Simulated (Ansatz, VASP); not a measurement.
## CdS in VASP and in Ansatz

```
Cd S
1.0
     0.00000    2.96360    2.96360
     2.96360    0.00000    2.96360
     2.96360    2.96360    0.00000
Cd S
1 1
Cartesian
  0.0000 0.0000 0.0000
  4.4454 4.4454 4.4454
```

Alike in both runs: functional PBE; k mesh 8 × 8 × 8; occupations gaussian, width 0.02 eV; no spin polarisation.

Ansatz relaxed the structure, and its values are those at the end. VASP's run is a single point on that final structure, the one shown.

|  | VASP | Ansatz |
| --- | --- | --- |
| version | VASP 6.6.1 | Ansatz 0.2.0 |
| potentials or method | VASP PAW PBE potentials, release 64 (Cd, S), cutoff 500 eV | scalar-relativistic, plane waves, PAW |
| valence electrons in the cell | 18 | 26 |

|  | VASP | Ansatz | Ansatz less VASP |
| --- | --- | --- | --- |
| gap on the k mesh at the Fermi level (eV) | 1.04 | 1.04 | -0.003 |
| least direct gap on the mesh (eV) | 1.04 | 1.04 | -0.003 |
| pressure (GPa) | 0.3 | 0.0 | -0.27 |

With one functional, cell and mesh, what is left measures potentials, basis and numerics. VASP's potentials hold 18 valence electrons a cell and Ansatz's 26, so a difference there can come from the potentials and not from the codes.
